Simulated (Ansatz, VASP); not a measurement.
# Ni in VASP and in Ansatz

```
CELL_PARAMETERS angstrom
-1.38372 1.33183 1.38372
1.38372 -1.33183 1.38372
1.38372 1.33183 -1.38372
ATOMIC_POSITIONS crystal
Ni 0.00000 0.00000 0.00000
```

Change from the starting cell: strain -0.0375 x Voigt [0, 1, 0, 0, 0, 0], atoms carried along.

Alike in both runs: task single point; functional PBEsol; k mesh 24 × 24 × 24; occupations gaussian, width 0.15 eV; collinear spin.

|  | VASP | Ansatz |
| --- | --- | --- |
| version | VASP 6.6.1 | Ansatz 0.2.0 |
| potentials or method | VASP PAW PBE potentials, release 64 (Ni), cutoff 520 eV | scalar-relativistic, plane waves, PAW |
| valence electrons in the cell | 10 | 18 |

VASP gave:

| Property | Result |
| --- | --- |
| gap on the k mesh at the Fermi level (eV) | none |
| pressure (GPa) | 5.8 |
| traceless stress, the component that is largest in VASP (GPa) | -1.81 |
| net moment per atom (μB) | 0.49 |
| size of the moment on the site where the two differ most (μB) | 0.49 |

**Question.** Which values does Ansatz return?

**Answer.** gap on the k mesh at the Fermi level (eV): none; pressure (GPa): 6.0; traceless stress, the component that is largest in VASP (GPa): -1.96; net moment per atom (μB): 0.50; size of the moment on the site where the two differ most (μB): 0.53.

VASP's potentials were made for PBE, not for PBEsol. Site moments also hang on the region over which each program counts them. A gap of «none» marks a metal or a gap that the smearing closes. VASP's potentials hold 10 valence electrons a cell and Ansatz's 18, so a difference there can come from the potentials and not from the codes.
